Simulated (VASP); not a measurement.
A run of VASP 6.6.1:

The input INCAR:

```
SYSTEM = RbLiCO3
PREC     = Accurate       ! precision mode
ENCUT    = 520            ! plane-wave cutoff, eV
EDIFF    = 1E-8           ! SCF threshold, eV
ISMEAR   = 0              ! smearing method
SIGMA    = 0.01           ! smearing width, eV
LREAL    = Auto         
LASPH    = .TRUE.         ! aspherical terms in the spheres
NELM     = 100            ! most SCF steps
ALGO     = Normal         ! electronic algorithm
ISIF     = 2              ! what is computed and relaxed
LWAVE    = .FALSE.        ! write WAVECAR
LCHARG   = .FALSE.        ! write CHGCAR
GGA      = PE             ! functional
LEFG     = .TRUE.       
NBANDS   = 86             ! bands
```

KPOINTS

```
regular mesh
0
G
  3 3 3
  0 0 0
```

Contents of POSCAR:

```
RbLiCO3
1.0
    6.8490000000      0.0000000000      0.0000000000
    0.0000000000      7.1620000000      0.0000000000
   -3.6734405204      0.0000000000      6.8221292125
Rb Li C O
4 4 4 12
Direct
    0.8312083600      0.6411254329      0.6670925525
    0.1687916400      0.1411254329      0.8329074475
    0.1687916400      0.3588745671      0.3329074475
    0.8312083600      0.8588745671      0.1670925525
    0.4079408308      0.5710527803      0.8043241825
    0.5920591692      0.0710527803      0.6956758175
    0.5920591692      0.4289472197      0.1956758175
    0.4079408308      0.9289472197      0.3043241825
    0.3065765234      0.6686260080      0.0902755652
    0.6934234766      0.1686260080      0.4097244348
    0.6934234766      0.3313739920      0.9097244348
    0.3065765234      0.8313739920      0.5902755652
    0.2704898707      0.5279593017      0.9731506982
    0.7295101293      0.0279593017      0.5268493018
    0.7295101293      0.4720406983      0.0268493018
    0.2704898707      0.9720406983      0.4731506982
    0.1733762097      0.8081179157      0.0456231878
    0.8266237903      0.3081179157      0.4543768122
    0.8266237903      0.1918820843      0.9543768122
    0.1733762097      0.6918820843      0.5456231878
    0.4869108968      0.6667780463      0.2606403456
    0.5130891032      0.1667780463      0.2393596544
    0.5130891032      0.3332219537      0.7393596544
    0.4869108968      0.8332219537      0.7606403456
```

Potentials or basis: VASP PAW PBE potentials, release 64 (Rb_sv, Li_sv, C, O).

The run is started by

```console
$ cat potpaw_PBE.64/Rb_sv/POTCAR potpaw_PBE.64/Li_sv/POTCAR potpaw_PBE.64/C/POTCAR potpaw_PBE.64/O/POTCAR > POTCAR
$ mpirun -np 1 vasp_std > vasp.out
```

Hardware: 1 thread of Intel(R) Xeon(R) 6975P-C (Granite Rapids), on a shared host.

Task: How long does it take, and how much memory?

Result: It took 5.4 min on 1 thread of Intel(R) Xeon(R) 6975P-C (Granite Rapids) (shared host), peak memory 0.54 GiB. Counts: scf iterations 21, k points 10.
